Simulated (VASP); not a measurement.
# Be in VASP: notebook, part 2 of 2

VASP 6.6.1.

**3. Single point, PBEsol**

This run uses another cell than the first one, of 8.54 Å³/atom, 1.002 times its volume.

INCAR reads:

```
ALGO = Fast ; EDIFF = 1E-7
ENCUT = 520 ; GGA = PS
ISIF = 2 ; ISMEAR = 0
LASPH = T ; LCHARG = T
LELF = T ; LREAL = F
LVHAR = T ; LWAVE = F
NBANDS = 18 ; NELM = 60
PREC = Accurate ; SIGMA = 0.1
```

KPOINTS reads:

```
k-points
0
Gamma
  12 12 6
```

POSCAR reads:

```
Be
1.0
    1.7853139764     -3.0898082571      0.0000000000
    1.7853139764      3.0898082571      0.0000000000
    0.0000000000      0.0000000000      6.1911117033
Be
8
Direct
    0.9004753187      0.0995246813      0.7500000000
    0.0995246813      0.9004753187      0.2500000000
    0.5809401442      0.4190598558      0.7500000000
    0.4190598558      0.5809401442      0.2500000000
    0.7620014663      0.2379985337      0.4097236679
    0.2379985337      0.7620014663      0.9097236679
    0.2379985337      0.7620014663      0.5902763321
    0.7620014663      0.2379985337      0.0902763321
```

Potentials or basis: VASP PAW PBE potentials, release 64 (Be).

Command:

```sh
$ cat potpaw_PBE.64/Be/POTCAR > POTCAR
$ mpirun -np 1 vasp_std > vasp.out
```

OUTCAR:

```text
EDIFF = 1E-7
   ENCUT = 520
   GGA = PS
   ISIF = 2
   ISMEAR = 0
   LASPH = T
   LREAL = F
   NELM = 60
   PREC = Accurate

 ion  position               nearest neighbor table
   1  0.900  0.100  0.750-   3 1.97   3 2.10   3 2.10   8 2.27   5 2.27   6 2.27   7 2.27   6 2.27
                             7 2.27   6 2.31   7 2.31
   2  0.100  0.900  0.250-   4 1.97   4 2.10   4 2.10   7 2.27   6 2.27   8 2.27   5 2.27   8 2.27
                             5 2.27   8 2.31   5 2.31
   3  0.581  0.419  0.750-   1 1.97   1 2.10   1 2.10   7 2.26   6 2.26   7 2.26   6 2.26   7 2.34
                             6 2.34   8 2.39   5 2.39
   4  0.419  0.581  0.250-   2 1.97   2 2.10   2 2.10   5 2.26   8 2.26   5 2.26   8 2.26   8 2.34
                             5 2.34   6 2.39   7 2.39
   5  0.762  0.238  0.410-   8 1.98   7 2.11   7 2.11   4 2.26   4 2.26   1 2.27   2 2.27   2 2.27
                             2 2.31   4 2.34   3 2.39
   6  0.238  0.762  0.910-   7 1.98   8 2.11   8 2.11   3 2.26   3 2.26   2 2.27   1 2.27   1 2.27
                             1 2.31   3 2.34   4 2.39
   7  0.238  0.762  0.590-   6 1.98   5 2.11   5 2.11   3 2.26   3 2.26   2 2.27   1 2.27   1 2.27
                             1 2.31   3 2.34   4 2.39
   8  0.762  0.238  0.090-   5 1.98   6 2.11   6 2.11   4 2.26   4 2.26   1 2.27   2 2.27   2 2.27
                             2 2.31   4 2.34   3 2.39
[... 209 lines left out ...]
  band No.  band energies     occupation
      1      -4.5688      2.00000
      2      -1.9792      2.00000
      3      -1.3136      2.00000
      4       4.9281      2.00000
      5       5.9707      0.00041
      6       6.6635      0.00000
[... 481 lines left out ...]
      5       1.7260      2.00000
      6       2.8514      2.00000
[... 10 lines left out ...]
     17      14.1734      0.00000
     18      14.2825      0.00000

 [... further k-points ...]
[... 5 lines left out ...]
  --------------------------------------------------------------------------------------
  -------------------------------------------------------------------------------------
  Total        0.1586354      0.1381455      0.1184631      0.0000000      0.0000000      0.0000000
  in kB        3.7210536      3.2404292      2.7787469      0.0000000      0.0000000      0.0000000
  external PRESSURE =       3.2467432 kB  Pullay stress =       0.0000000 kB

 VOLUME and BASIS-vectors are now :
 -----------------------------------------------------------------------------
  energy-cutoff  :      520.00
  volume of cell :       68.30
      direct lattice vectors                 reciprocal lattice vectors
     1.785313976 -3.089808257  0.000000000     0.280062783 -0.161822339  0.000000000
     1.785313976  3.089808257  0.000000000     0.280062783  0.161822339  0.000000000
     0.000000000  0.000000000  6.191111703     0.000000000  0.000000000  0.161521880

 POSITION                                       TOTAL-FORCE (eV/Angst)
 -----------------------------------------------------------------------------------
      1.78531     -2.47478      4.64333         0.000000     -0.007944      0.000000
      1.78531      2.47478      1.54778         0.000000      0.007944      0.000000
      1.78531     -0.50018      4.64333         0.000000      0.007167     -0.000000
      1.78531      0.50018      1.54778         0.000000     -0.007167     -0.000000
      1.78531     -1.61907      2.53664         0.000000      0.000956      0.015016
      1.78531      1.61907      5.63220         0.000000     -0.000956      0.015016
      1.78531      1.61907      3.65447         0.000000     -0.000956     -0.015016
      1.78531     -1.61907      0.55891         0.000000      0.000956     -0.015016
 -----------------------------------------------------------------------------------
    total drift:                               -0.000000     -0.000000     -0.000000

  FREE ENERGIE OF THE ION-ELECTRON SYSTEM (eV)
  ---------------------------------------------------
  free  energy   TOTEN  =       -31.0062326987 eV

  energy  without entropy=      -31.0042449807  energy(sigma->0) =      -31.00523884
```

OSZICAR:

```text
N       E                     dE             d eps       ncg     rms          rms(c)
DAV:   1     0.860837003750E+01    0.86084E+01   -0.60217E+03  6192   0.748E+02
DAV:   2    -0.303565978592E+02   -0.38965E+02   -0.35288E+02  8580   0.136E+02
DAV:   3    -0.316987409781E+02   -0.13421E+01   -0.13209E+01  8258   0.197E+01
DAV:   4    -0.317075678590E+02   -0.88269E-02   -0.88050E-02  7882   0.190E+00
DAV:   5    -0.317076238984E+02   -0.56039E-04   -0.56025E-04  7908   0.131E-01    0.353E+00
RMM:   6    -0.311808357226E+02    0.52679E+00   -0.24772E-01  6282   0.211E+00    0.197E+00
RMM:   7    -0.310072654126E+02    0.17357E+00   -0.28531E-01  6647   0.201E+00    0.330E-01
RMM:   8    -0.310061520559E+02    0.11134E-02   -0.94540E-03  7206   0.558E-01    0.223E-02
RMM:   9    -0.310062217005E+02   -0.69645E-04   -0.84093E-04  7526   0.180E-01    0.129E-02
RMM:  10    -0.310062312360E+02   -0.95355E-05   -0.10085E-04  7588   0.743E-02    0.503E-03
RMM:  11    -0.310062325158E+02   -0.12798E-05   -0.20615E-05  7709   0.272E-02    0.860E-04
RMM:  12    -0.310062326660E+02   -0.15022E-06   -0.33417E-06  7611   0.123E-02    0.432E-04
RMM:  13    -0.310062326987E+02   -0.32727E-07   -0.69563E-07  7037   0.490E-03
   1 F= -.31006233E+02 E0= -.31005239E+02  d E =-.198772E-02
```

stdout:

```text
POSCAR found type information on POSCAR Be
 POSCAR found :  1 types and       8 ions
 scaLAPACK will be used
 -----------------------------------------------------------------------------
|                                                                             |
|                                                                             |
|     You enforced a specific xc type in the INCAR file but a different       |
|     I HOPE YOU KNOW WHAT YOU ARE DOING!                                     |
|                                                                             |
 -----------------------------------------------------------------------------

 LDA part: xc-table for (Slater+PW92), standard interpolation
 POSCAR, INCAR and KPOINTS ok, starting setup
 FFT: planning ... GRIDC
 FFT: planning ... GRID_SOFT
 FFT: planning ... GRID
 WAVECAR not read
 entering main loop
```

Run time: 1.8 min. Hardware: 1 thread of AMD EPYC 9R45 (Zen 5), shared host; peak memory 0.25 GiB.

What came out:

| Quantity | Value |
| --- | --- |
| Free energy | -31.0062 eV |
| Pressure | 0.3 GPa |
| Largest force | 0.015 eV/Å |
| Band gap on the k mesh | zero (band 8 reaches 7.08 eV, above the bottom of band 9 at 3.16 eV) |

Forces on the atoms (eV/Å):
```
Be   0.000 -0.008  0.000
Be   0.000  0.008  0.000
Be   0.000  0.007  0.000
Be   0.000 -0.007  0.000
Be   0.000  0.001  0.015
Be   0.000 -0.001  0.015
Be   0.000 -0.001 -0.015
Be   0.000  0.001 -0.015
```

Levels at points of the mesh, in eV from the Fermi level:
| k point | band 4 | band 5 | band 6 | band 7 | band 8 | band 9 | band 10 | band 11 | band 12 | band 13 |
| --- | --- | --- | --- | --- | --- | --- | --- | --- | --- | --- |
| (0.00, 0.00, 0.00) | -0.79 | 0.25 | 0.94 | 0.95 | 1.36 | 1.43 | 1.74 | 2.30 | 2.90 | 2.95 |
| (0.50, 0.00, 0.00) | -5.09 | -4.01 | -3.98 | -2.59 | -2.16 | 2.37 | 2.62 | 3.37 | 3.43 | 6.08 |
| (0.50, 0.50, 0.00) | -3.83 | -3.67 | -3.64 | -3.54 | -0.83 | 1.29 | 1.47 | 2.16 | 2.24 | 4.44 |
| (0.00, 0.00, 0.50) | -3.75 | 0.15 | 0.15 | 0.95 | 0.95 | 1.44 | 1.44 | 2.06 | 2.06 | 5.65 |
| (0.50, 0.00, 0.50) | -6.70 | -2.47 | -2.47 | -2.37 | -2.37 | 2.07 | 2.07 | 2.13 | 2.13 | 6.44 |
| (0.50, 0.50, 0.50) | -6.21 | -2.66 | -2.66 | -1.42 | -1.42 | 0.37 | 0.37 | 2.34 | 2.34 | 4.94 |

Caveat: the PAW data sets were made with another functional, which shifts forces and pressure a little.

**4. Relaxation of cell and atoms, PBEsol**

INCAR reads:

```
PREC = Accurate
ENCUT = 600
EDIFF = 1E-6
ISMEAR = 0
SIGMA = 0.1
LREAL = F
LASPH = T
NELM = 80
ALGO = Fast
ISIF = 3
LWAVE = F
LCHARG = F
GGA = PS
IBRION = 2
NSW = 100
EDIFFG = -0.01
```

KPOINTS reads:

```
Automatic mesh
0
Gamma
  12 12 6
```

POSCAR reads:

```
Be
1.0
    1.7871822379     -3.0891730292      0.0000000000
    1.7871822379      3.0891730292      0.0000000000
    0.0000000000      0.0000000000      6.1735501973
Be
8
Direct
    0.9011059847      0.0988940153      0.7500000000
    0.0988940153      0.9011059847      0.2500000000
    0.5800677173      0.4199322827      0.7500000000
    0.4199322827      0.5800677173      0.2500000000
    0.7620147144      0.2379852856      0.4097668748
    0.2379852856      0.7620147144      0.9097668748
    0.2379852856      0.7620147144      0.5902331252
    0.7620147144      0.2379852856      0.0902331252
```

Command:

```sh
$ cat potpaw_PBE.64/Be/POTCAR > POTCAR
$ mpirun -np 1 vasp_std > vasp.out
```

Wall time 2.8 min (1 thread of AMD EPYC 9R45 (Zen 5), shared host); peak memory 0.26 GiB.

The run converged. Its results:

- Free energy: -31.0065 eV
- Relaxed volume: 8.56 Å³/atom
- Relaxed cell: a = 3.572 Å, b = 3.572 Å, c = 6.195 Å, α = 90.00°, β = 90.00°, γ = 119.93°
- Space group after relaxing (to 0.05 Å): Cmcm (No. 63)
- Energy gained by relaxing: 0.2 meV/atom
- Ionic steps: 4
- Pressure after relaxing: 0.0 GPa
- Largest force after relaxing: 0.005 eV/Å
- Band gap on the k mesh: zero (band 8 reaches 7.06 eV, above the bottom of band 9 at 3.15 eV)

Forces on the atoms (eV/Å):
```
Be   0.000 -0.001  0.000
Be   0.000  0.001  0.000
Be   0.000 -0.003  0.000
Be   0.000  0.003  0.000
Be   0.000  0.000 -0.005
Be   0.000  0.000 -0.005
Be   0.000  0.000  0.005
Be   0.000  0.000  0.005
```

Stress tensor (GPa, compression positive):
```
-0.05  0.00  0.00
 0.00  0.07  0.00
 0.00  0.00  0.01
```

The path:
| step | energy change (eV) | largest force (eV/Å) | pressure (GPa) | volume (Å³) |
| --- | --- | --- | --- | --- |
| 1 | 0.0000 | 0.0836 | 0.47 | 68.17 |
| 2 | -0.0015 | 0.0163 | 0.10 | 68.41 |
| 3 | -0.0015 | 0.0173 | 0.09 | 68.42 |
| 4 | -0.0017 | 0.0052 | 0.01 | 68.48 |

Final structure:
```
Be
1.0
     1.78753   -3.09198    0.00000
     1.78753    3.09198    0.00000
     0.00000    0.00000    6.19524
Be
8
Direct
  0.90048 0.09953 0.75000
  0.09953 0.90048 0.25000
  0.58080 0.41920 0.75000
  0.41920 0.58080 0.25000
  0.76204 0.23796 0.40989
  0.23796 0.76204 0.90989
  0.23796 0.76204 0.59011
  0.76204 0.23796 0.09011
```

Levels at points of the mesh, in eV from the Fermi level:
| k point | band 5 | band 6 | band 7 | band 8 | band 9 | band 10 | band 11 | band 12 |
| --- | --- | --- | --- | --- | --- | --- | --- | --- |
| (0.00, 0.00, 0.00) | 0.25 | 0.94 | 0.94 | 1.36 | 1.43 | 1.75 | 2.29 | 2.89 |
| (0.50, 0.00, 0.00) | -4.00 | -3.98 | -2.59 | -2.16 | 2.37 | 2.61 | 3.36 | 3.42 |
| (0.50, 0.50, 0.00) | -3.66 | -3.64 | -3.54 | -0.83 | 1.29 | 1.46 | 2.14 | 2.23 |
| (0.00, 0.00, 0.50) | 0.15 | 0.15 | 0.95 | 0.95 | 1.44 | 1.44 | 2.05 | 2.05 |
| (0.50, 0.00, 0.50) | -2.46 | -2.46 | -2.37 | -2.37 | 2.06 | 2.06 | 2.12 | 2.12 |
| (0.50, 0.50, 0.50) | -2.66 | -2.66 | -1.41 | -1.41 | 0.37 | 0.37 | 2.33 | 2.33 |

Caveat: the PAW data sets were made with another functional, which shifts forces and pressure a little.

**5. Overview**

```csv
task,cell,k mesh,cutoff (eV),gap on the mesh (eV),pressure (GPa),largest force (eV/Å)
single point,"a = 3.569, b = 3.569, c = 6.174 Å, angles 90.0, 90.0, 119.9°, 8 atoms",6 × 6 × 4,520,none,0.4,0.02
single point,"a = 3.569, b = 3.569, c = 6.191 Å, angles 90.0, 90.0, 120.0°, 8 atoms",12 × 12 × 6,520,none,0.3,0.02
relaxation of cell and atoms,"relaxed from a = 3.569, b = 3.569, c = 6.174 Å, angles 90.0, 90.0, 119.9°, 8 atoms",12 × 12 × 6,600,none,0.0,0.01
```

Alike in all rows: level PBEsol; potentials or basis VASP PAW PBE potentials, release 64 (Be); no spin polarisation; smearing gaussian 0.1 eV.

Caveats: the PAW data sets were made with another functional, which shifts forces and pressure a little.

Absolute energies hang on the potentials; compare differences alone.
